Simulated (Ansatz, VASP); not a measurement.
**TlCl in VASP and in Ansatz**

```
CELL_PARAMETERS angstrom
3.79363 0.00000 0.00000
0.00000 3.79363 0.00000
0.00000 0.00000 3.79363
ATOMIC_POSITIONS crystal
Tl 0.00000 0.00000 0.00000
Cl 0.50000 0.50000 0.50000
```

Alike in both runs: task single point; functional LDA; k mesh 6 × 6 × 6; no spin polarisation.

```csv
,VASP,Ansatz
version,VASP 6.6.1,Ansatz 0.2.0
potentials or method,"VASP PAW LDA potentials, release 64 (Tl_d, Cl)","plane waves, PAW"
plane-wave cutoff (eV),500,420
occupations,"gaussian, width 0.01 eV",fixed
valence electrons in the cell,20,20
```

```csv
,VASP,Ansatz,Ansatz less VASP
gap on the k mesh at the Fermi level (eV),1.76,1.78,+0.021
pressure (GPa),-2.4,-2.4,+0.01
```

LDA's correlation is that of Perdew and Zunger in VASP and of Perdew and Wang (1992) in Ansatz.

Spin-orbit coupling is off throughout.
